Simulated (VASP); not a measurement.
Write the native input for VASP 6.6.1 that does the following.

```yaml
Task: single point
Functional: PBEsol
Potentials_or_basis: VASP PAW PBE potentials, release 64 (Ti_sv, Al)
Cutoff: 520 eV
k_mesh: 12 × 12 × 12
Occupations: gaussian, width 0.15 eV
Spin: no spin polarisation
Dipole_correction: no
Further_INCAR_settings: ALGO = Normal; EDIFF = 1e-06; NBANDS = 18
```

The structure of TiAl3 lies in POSCAR:

```
TiAl3
1.0
    3.8891196379      0.0000000000      0.0000000000
    0.0000000000      3.8891196379      0.0000000000
    0.0000000000      0.0000000000      3.8891196379
Ti Al
1 3
Direct
    0.0000000000      0.0000000000      0.0000000000
    0.5000000000      0.5000000000      0.0000000000
    0.5000000000      0.0000000000      0.5000000000
    0.0000000000      0.5000000000      0.5000000000
```

This cell differs from its parent crystal: strain -0.015 along x and y, -0.015 along z.

The input as run:

INCAR

```
SYSTEM = TiAl3
ALGO = Normal
EDIFF = 1E-6
ENCUT = 520
GGA = PS
ISIF = 2
ISMEAR = 0
LASPH = .TRUE.
LCHARG = .FALSE.
LREAL = .FALSE.
LWAVE = .FALSE.
NBANDS = 18
NELM = 60
PREC = Accurate
SIGMA = 0.15
```

KPOINTS

```
k-points
0
G
  12 12 12
  0 0 0
```

Potentials or basis: VASP PAW PBE potentials, release 64 (Ti_sv, Al).

The run is started by

```console
$ cat potpaw_PBE.64/Ti_sv/POTCAR potpaw_PBE.64/Al/POTCAR > POTCAR
$ mpirun -np 1 vasp_std > vasp.out
```

Results of the run:

| Quantity | Value |
| --- | --- |
| Pressure | 5.7 GPa |
| Band gap on the k mesh | zero (an odd number of electrons rules out a gap without spin polarisation) |

Caveat: the cell differs from its parent crystal (strain -0.015 along x and y, -0.015 along z); the cell stands under pressure; the PAW data sets were made with another functional, which shifts forces and pressure a little.

Run time: 49 s on 1 thread of AMD EPYC 9R45 96-Core Processor (Zen 5) (shared host), peak memory 0.19 GiB.
